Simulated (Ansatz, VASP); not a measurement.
## Two plane-wave programs on SnO

```
Sn O
1.0
     3.79860    0.00000    0.00000
     0.00000    3.79860    0.00000
     0.00000    0.00000    4.84080
Sn O
2 2
Direct
  0.50000 0.00000 0.23690
  0.00000 0.50000 0.76310
  0.00000 0.00000 0.00000
  0.50000 0.50000 0.00000
```

Alike in both runs: task single point; functional pbe exchange, lda correlation; k mesh 5 × 5 × 4; no spin polarisation.

|  | VASP | Ansatz |
| --- | --- | --- |
| version | VASP 6.6.1 | Ansatz 0.2.0 |
| potentials or method | VASP PAW PBE potentials, release 64 (Sn_d, O), cutoff 600 eV | plane waves, PAW |
| occupations | gaussian, width 0.01 eV | fixed |
| valence electrons in the cell | 40 | 40 |

|  | VASP | Ansatz | Ansatz less VASP |
| --- | --- | --- | --- |
| pressure (GPa) | 12.5 | 12.3 | -0.16 |
| traceless stress, the component that is largest in VASP (GPa) | -1.58 | -1.61 | -0.039 |

VASP's potentials were made for PBE, not for pbe exchange, lda correlation.
